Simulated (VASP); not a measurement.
# HfO2 (P-3m1) in VASP: a series of runs

HfO2 is run at these levels: PBEsol; tasks: single point.

Program: VASP 6.6.1. These are calculated values, not measurements. Logs are shortened: lines on timing, memory, paths and dates and some standing lists are left out, and cuts for length are marked.

### 1 The cell of the first run

The structure is trigonal, space group P-3m1 (No. 164). Conventional cell: a = 3.203 Å, b = 3.203 Å, c = 5.109 Å, α = 90.00°, β = 90.00°, γ = 120.00°. Hf (site symmetry -3m) has 6 O at 2.08 Å within 2.8 Å. Within 2.8 Å of O (site symmetry 3m) lie 3 Hf at 2.08 Å and 3 O at 2.67 Å.

### 2 Single point, PBEsol

INCAR

```
ALGO = Normal
EDIFF = 1E-6
ENCUT = 520
GGA = PS
ISIF = 2
ISMEAR = -1
LASPH = True
LCHARG = False
LREAL = False
LWAVE = False
NBANDS = 18
NELM = 60
PREC = Accurate
SIGMA = 0.02
```

KPOINTS

```
k-points
0
Gamma
  7 7 4
```

POSCAR

```
HfO2
1.0
    3.2032053128      0.0000000000      0.0000000000
   -1.6016026564      2.7740571745      0.0000000000
    0.0000000000      0.0000000000      5.1093895608
Hf O
1 2
Direct
    0.0000000000      0.0000000000      0.0000000000
    0.3333333333      0.6666666667      0.1878881719
    0.6666666667      0.3333333333      0.8121118281
```

Potentials or basis: VASP PAW PBE potentials, release 64 (Hf_pv, O).

Launch:

```bash
$ cat potpaw_PBE.64/Hf_pv/POTCAR potpaw_PBE.64/O/POTCAR > POTCAR
$ mpirun -np 1 vasp_std > vasp.out
```

OUTCAR:

```text
EDIFF = 1E-6
   ENCUT = 520
   GGA = PS
   ISIF = 2
   ISMEAR = -1
   LASPH = True
   LREAL = False
   NELM = 60
   PREC = Accurate

 ion  position               nearest neighbor table
   1  0.000  0.000  0.000-   2 2.08   3 2.08   3 2.08   2 2.08   3 2.08   2 2.08
   2  0.333  0.667  0.188-   1 2.08   1 2.08   1 2.08
   3  0.667  0.333  0.812-   1 2.08   1 2.08   1 2.08

  LATTYP: Found a hexagonal cell.
 ALAT       =     3.2032053128
 C/A-ratio  =     1.5950865030

  Lattice vectors:

 A1 = (   3.2032053128,   0.0000000000,   0.0000000000)
 A2 = (  -1.6016026564,   2.7740571745,   0.0000000000)
 A3 = (   0.0000000000,   0.0000000000,   5.1093895608)

Analysis of symmetry for initial positions (statically):
=====================================================================
 Subroutine PRICEL returns:
 Original cell was already a primitive cell.

 Routine SETGRP: Setting up the symmetry group for a
 hexagonal supercell.

 Subroutine GETGRP returns: Found 12 space group operations
 (whereof 12 operations were pure point group operations)
 out of a pool of 24 trial point group operations.

The static configuration has the point symmetry D_3d.

Analysis of symmetry for dynamics (positions and initial velocities):
=====================================================================
 Subroutine PRICEL returns:
 Original cell was already a primitive cell.

 Routine SETGRP: Setting up the symmetry group for a
 hexagonal supercell.

 Subroutine GETGRP returns: Found 12 space group operations
 (whereof 12 operations were pure point group operations)
 out of a pool of 24 trial point group operations.

The dynamic configuration has the point symmetry D_3d.

 Subroutine INISYM returns: Found 12 space group operations
 (whereof 12 operations are pure point group operations),
 and found     1 'primitive' translations

----------------------------------------------------------------------------------------

                                     Primitive cell

  volume of cell :      45.4014

  direct lattice vectors                    reciprocal lattice vectors
     3.203205313  0.000000000  0.000000000     0.312187294  0.180241418  0.000000000
    -1.601602656  2.774057174  0.000000000     0.000000000  0.360482837  0.000000000
     0.000000000  0.000000000  5.109389561     0.000000000  0.000000000  0.195718097

  length of vectors
     3.203205313  3.203205313  5.109389561     0.360482837  0.360482837  0.195718097

  position of ions in fractional coordinates (direct lattice)
     0.000000000  0.000000000  0.000000000
     0.333333333  0.666666667  0.187888172
     0.666666667  0.333333333  0.812111828

  ion indices of the primitive-cell ions
   primitive index   ion index
                 1           1
                 2           2
                 3           3

----------------------------------------------------------------------------------------

 KPOINTS: k-points

Automatic generation of k-mesh.
 Grid dimensions read from file:
 generate k-points for:    7    7    4

 Generating k-lattice:

  Cartesian coordinates                     Fractional coordinates (reciprocal lattice)
     0.044598185  0.025748774  0.000000000     0.142857143  0.000000000  0.000000000
     0.000000000  0.051497548  0.000000000     0.000000000  0.142857143  0.000000000
     0.000000000  0.000000000  0.048929524     0.000000000  0.000000000  0.250000000

  Length of vectors
     0.051497548  0.051497548  0.048929524

  Shift w.r.t. Gamma in fractional coordinates (k-lattice)
     0.000000000  0.000000000  0.000000000

 Subroutine IBZKPT returns following result:
 ===========================================

 Found     28 irreducible k-points:

 Following reciprocal coordinates:
            Coordinates               Weight
  0.000000  0.000000  0.000000      1.000000
  0.142857  0.000000  0.000000      6.000000
  0.285714  0.000000  0.000000      6.000000
  0.428571  0.000000  0.000000      6.000000
  0.142857  0.142857  0.000000      6.000000
  0.285714  0.142857  0.000000     12.000000
[... 16 lines left out ...]
  0.285714  0.000000  0.500000      6.000000
  0.428571  0.000000  0.500000      6.000000
 [... further k-points ...]
   k-points           NKPTS =     28   k-points in BZ     NKDIM =     28   number of bands    NBANDS=     18
   number of dos      NEDOS =    301   number of ions     NIONS =      3
   total plane-waves  NPLWV =  23040
   dimension x,y,z NGX =    24 NGY =   24 NGZ =   40
   dimension x,y,z NGXF=    48 NGYF=   48 NGZF=   80
   ions per type =               1   2
   NGX,Y,Z   is equivalent  to a cutoff of  12.46, 12.46, 13.01 a.u.
   NGXF,Y,Z  is equivalent  to a cutoff of  24.91, 24.91, 26.03 a.u.
 SYSTEM =  unknown system
   PREC   = accura    normal or accurate (medium, high low for compatibility)
   ISTART =      0    job   : 0-new  1-cont  2-samecut
   ICHARG =      2    charge: 1-file 2-atom 10-const
   ISPIN  =      1    spin polarized calculation?
   LNONCOLLINEAR =      F non collinear calculations
   LSORBIT =      F    spin-orbit coupling
   LASPH  =      T    aspherical Exc in radial PAW
   ENCUT  =  520.0 eV  38.22 Ry    6.18 a.u.   5.96  5.96  9.50*2*pi/ulx,y,z
   NELM   =     60;   NELMIN=  2; NELMDL= -5     # of ELM steps
   EDIFF  = 0.1E-05   stopping-criterion for ELM
   LREAL  =      F    real-space projection
   EDIFFG = 0.1E-04   stopping-criterion for IOM
   NSW    =      0    number of steps for IOM
   IBRION =     -1    ionic relax: 0-MD 1-quasi-New 2-CG
   NFREE  =      0    steps in history (QN), initial steepest desc. (CG)
   ISIF   =      2    stress and relaxation
   ISYM   =      2    0-nonsym 1-usesym 2-fastsym
   POTIM  = 0.5000    time-step for ionic-motion
   TEBEG  =    0.0;   TEEND  =   0.0 temperature during run
   PSTRESS=    0.0 pullay stress
   NELECT =      22.0000    total number of electrons
   NUPDOWN=      -1.0000    fix difference up-down
   EMIN   =  10.00;   EMAX   =-10.00  energy-range for DOS
   EFERMI =   0.00;   METHOD = LEGACY
   ISMEAR =    -1;   SIGMA  =   0.02  broadening in eV -4-tet -1-fermi 0-gaus
   EFERMI_NEDOS =   21; number of points for ismear=-14 and -15
   IALGO  =     38    algorithm
   IMIX   =      4    mixing-type and parameters
     AMIX     =   0.40;   BMIX     =  1.00
     AMIX_MAG =   1.60;   BMIX_MAG =  1.00
  volume/ion in A,a.u.               =      15.13       102.13
  Fermi-wavevector in a.u.,A,eV,Ry     =   1.285857  2.429917 22.496255  1.653428
  Thomas-Fermi vector in A             =   2.417966
   LORBIT       =      0    0 simple, 1 ext, 2 COOP (PROOUT), +10 PAW based schemes
   GGA     = PS    functional components
   LHFCALC =     F    Hartree Fock is set to
   AEXX    =    0.0000 exact exchange contribution
   IVDW    =     0    specifies the selected vdW correction
   LEPSILON=     F    determine dielectric tensor
   LRPA    =     F    only Hartree local field effects (RPA)
 non-spin polarized calculation
  energy-cutoff  :      520.00
  volume of cell :       45.40
 maximum number of plane-waves:      1236
   NGX = 11   NGY = 11   NGZ = 19

 number of electron      22.0000006 magnetization

 Free energy of the ion-electron system (eV)
  ---------------------------------------------------
  ext. energy  EPLUGINS =         0.00000000
  ---------------------------------------------------
  free energy    TOTEN  =       -31.01807986 eV

  energy without entropy =      -31.01807986  energy(sigma->0) =      -31.01807986

 E-fermi :   0.4449     XC(G=0):  -9.7253

 val. band max:       -0.0149107227   @ k =   0.1429   0.1429   0.0000
 cond. band min:       4.8133606094   @ k =   0.4286   0.0000   0.0000
 fundamental gap:      4.8282713321
 Fermi energy:         0.4449128878

 k-point     1 :       0.0000    0.0000    0.0000
  band No.  band energies     occupation
      1     -28.9235      2.00000
      2     -28.4190      2.00000
      3     -28.4190      2.00000
      4     -17.2346      2.00000
      5     -15.1380      2.00000
      6      -3.7978      2.00000
[... 10 lines left out ...]
     17      11.0931      0.00000
     18      11.0931      0.00000

 k-point     2 :       0.1429    0.0000    0.0000
  band No.  band energies     occupation
      1     -28.8862      2.00000
      2     -28.6095      2.00000
      3     -28.4521      2.00000
      4     -16.8872      2.00000
      5     -15.3564      2.00000
      6      -3.6527      2.00000
[... 10 lines left out ...]
     17      11.0387      0.00000
     18      12.3118      0.00000

 k-point     3 :       0.2857    0.0000    0.0000
  band No.  band energies     occupation
      1     -29.0138      2.00000
      2     -28.7929      2.00000
      3     -28.5257      2.00000
      4     -16.3039      2.00000
      5     -15.6191      2.00000
      6      -3.6444      2.00000
[... 10 lines left out ...]
     17      11.0730      0.00000
     18      13.7930      0.00000

 k-point     4 :       0.4286    0.0000    0.0000
  band No.  band energies     occupation
      1     -29.3060      2.00000
      2     -28.7223      2.00000
      3     -28.5838      2.00000
      4     -16.4278      2.00000
      5     -15.2001      2.00000
      6      -4.3637      2.00000
[... 375 lines left out ...]
      4     -16.8480      2.00000
      5     -15.4045      2.00000
      6      -3.7394      2.00000
[... 10 lines left out ...]
     17      11.1090      0.00000
     18      11.3545      0.00000

 k-point    23 :       0.2857    0.0000    0.5000
  band No.  band energies     occupation
      1     -29.0136      2.00000
      2     -28.7941      2.00000
      3     -28.5256      2.00000
      4     -16.2892      2.00000
      5     -15.6321      2.00000
      6      -3.7733      2.00000
[... 10 lines left out ...]
     17      11.1024      0.00000
     18      11.9843      0.00000

 k-point    24 :       0.4286    0.0000    0.5000
  band No.  band energies     occupation
      1     -29.3057      2.00000
      2     -28.7232      2.00000
      3     -28.5837      2.00000
      4     -16.4390      2.00000
      5     -15.1843      2.00000
      6      -4.4581      2.00000
[... 10 lines left out ...]
     17      11.2574      0.00000
     18      12.2045      0.00000

 [... further k-points ...]
[... 5 lines left out ...]
  --------------------------------------------------------------------------------------
  -------------------------------------------------------------------------------------
  Total        0.2218195      0.2218195      0.0357815      0.0000000     -0.0000000      0.0000000
  in kB        7.8278264      7.8278264      1.2626975      0.0000000     -0.0000000      0.0000000
  external PRESSURE =       5.6394501 kB  Pullay stress =       0.0000000 kB

 VOLUME and BASIS-vectors are now :
 -----------------------------------------------------------------------------
  energy-cutoff  :      520.00
  volume of cell :       45.40
      direct lattice vectors                 reciprocal lattice vectors
     3.203205313  0.000000000  0.000000000     0.312187294  0.180241418  0.000000000
    -1.601602656  2.774057174  0.000000000     0.000000000  0.360482837  0.000000000
     0.000000000  0.000000000  5.109389561     0.000000000  0.000000000  0.195718097

 POSITION                                       TOTAL-FORCE (eV/Angst)
 -----------------------------------------------------------------------------------
      0.00000      0.00000      0.00000         0.000000      0.000000      0.000000
     -0.00000      1.84937      0.95999        -0.000000     -0.000000      0.030827
      1.60160      0.92469      4.14940        -0.000000      0.000000     -0.030827
 -----------------------------------------------------------------------------------
    total drift:                               -0.000000      0.000000      0.000000

  FREE ENERGIE OF THE ION-ELECTRON SYSTEM (eV)
  ---------------------------------------------------
  free  energy   TOTEN  =       -31.0180798551 eV

  energy  without entropy=      -31.0180798551  energy(sigma->0) =      -31.01807986
```

Run time: 28 s. Hardware: 1 thread of Intel Xeon 8259CL, shared host; peak memory 0.17 GiB.

Results:

```yaml
Free_energy: -31.0181 eV
Pressure: 0.6 GPa
Largest_force: 0.031 eV/Å
Band_gap_on_the_k_mesh: 4.83 eV, indirect (least direct gap 5.08 eV)
```

Forces in eV/Å, atoms in the order of the input:
```
Hf   0.000  0.000  0.000
O    0.000  0.000  0.031
O    0.000  0.000 -0.031
```

Levels at points of the mesh, in eV from the valence-band top:
```
           k point  band 8  band 9  band 10  band 11  band 12  band 13  band 14  band 15
(0.00, 0.00, 0.00)   -3.64   -0.38    -0.28    -0.28     5.19     5.19     5.36     7.93
(0.00, 0.00, 0.50)   -3.17   -1.13    -0.30    -0.30     5.16     5.16     6.20     8.22
```

Caveat: the PAW data sets were made with another functional, which shifts forces and pressure a little; spin-orbit coupling is left out, which moves the levels of the heavy elements.

### 3 Single point, PBEsol

This run uses another cell than the first one, of 15.36 Å³/atom, 1.015 times its volume.

INCAR

```
PREC = Accurate
ENCUT = 520
EDIFF = 1E-7
ISMEAR = -1
SIGMA = 0.02
LREAL = F
LASPH = T
NELM = 60
ALGO = Normal
ISIF = 2
LWAVE = F
LCHARG = F
GGA = PS
NBANDS = 18
```

KPOINTS

```
regular mesh
0
Gamma
  7 7 4
```

POSCAR

```
HfO2
1.0
    3.2193833919      0.0000000000      0.0000000000
   -1.6096916959      2.7880678019      0.0000000000
    0.0000000000      0.0000000000      5.1351949963
Hf O
1 2
Direct
    0.0000000000      0.0000000000      0.0000000000
    0.3333333333      0.6666666667      0.1878881719
    0.6666666667      0.3333333333      0.8121118281
```

Potentials or basis: VASP PAW PBE potentials, release 64 (Hf_pv, O).

Launch:

```bash
$ cat potpaw_PBE.64/Hf_pv/POTCAR potpaw_PBE.64/O/POTCAR > POTCAR
$ mpirun -np 1 vasp_std > vasp.out
```

Wall time 33 s (1 thread of Intel Xeon 8259CL, shared host); peak memory 0.17 GiB.

Results (log left out):

```yaml
Free_energy: -31.0153 eV
Pressure: -2.1 GPa
Largest_force: 0.193 eV/Å
Band_gap_on_the_k_mesh: 4.76 eV, indirect (least direct gap 5.01 eV)
```

Forces in eV/Å, atoms in the order of the input:
```
Hf   0.000  0.000  0.000
O    0.000  0.000 -0.193
O    0.000  0.000  0.193
```

Stress tensor (GPa, compression positive):
```
-2.49  0.00  0.00
 0.00 -2.49  0.00
 0.00  0.00 -1.40
```

Levels at points of the mesh, in eV from the valence-band top:
```csv
k point,band 9,band 10,band 11,band 12,band 13,band 14
"(0.00, 0.00, 0.00)",-0.36,-0.29,-0.29,5.12,5.12,5.26
"(0.00, 0.00, 0.50)",-1.09,-0.31,-0.31,5.09,5.09,6.09
```

Caveat: the PAW data sets were made with another functional, which shifts forces and pressure a little; spin-orbit coupling is left out, which moves the levels of the heavy elements.

### 4 Single point, PBEsol

This run uses another cell than the first one, of 15.36 Å³/atom, 1.015 times its volume.

INCAR

```
SYSTEM = HfO2
PREC = Accurate
ENCUT = 520
EDIFF = 1E-6
ISMEAR = -1
SIGMA = 0.02
LREAL = .False.
LASPH = .True.
NELM = 100
ALGO = Normal
ISIF = 2
LWAVE = .False.
LCHARG = .False.
GGA = PS
NBANDS = 18
```

KPOINTS

```
Automatic mesh
0
Gamma
  7 7 4
  0 0 0
```

POSCAR is that of step 3.

Launch:

```bash
$ cat potpaw_PBE.64/Hf_pv/POTCAR potpaw_PBE.64/O/POTCAR > POTCAR
$ mpirun -np 1 vasp_std > vasp.out
```

Wall time 29 s (1 thread of Intel Xeon 8259CL, shared host); peak memory 0.17 GiB.

Results (log left out):

```yaml
Free_energy: -31.0153 eV
Pressure: -2.1 GPa
Largest_force: 0.194 eV/Å
Band_gap_on_the_k_mesh: 4.76 eV, indirect (least direct gap 5.01 eV)
```

Forces on the atoms (eV/Å):
```
Hf   0.000  0.000  0.000
O    0.000  0.000 -0.194
O    0.000  0.000  0.194
```

Stress tensor (GPa, compression positive):
```
-2.49  0.00  0.00
 0.00 -2.49  0.00
 0.00  0.00 -1.38
```

Levels at points of the mesh, in eV from the valence-band top:
```
           k point  band 7  band 8  band 9  band 10  band 11  band 12  band 13  band 14  band 15  band 16
(0.00, 0.00, 0.00)   -3.72   -3.58   -0.36    -0.29    -0.29     5.12     5.12     5.26     7.81    10.26
(0.00, 0.00, 0.50)   -3.72   -3.13   -1.09    -0.31    -0.31     5.09     5.09     6.09     8.14     8.93
```

Caveat: the PAW data sets were made with another functional, which shifts forces and pressure a little; spin-orbit coupling is left out, which moves the levels of the heavy elements. A hybrid or GW would open this gap; PBEsol tends to underestimate it.
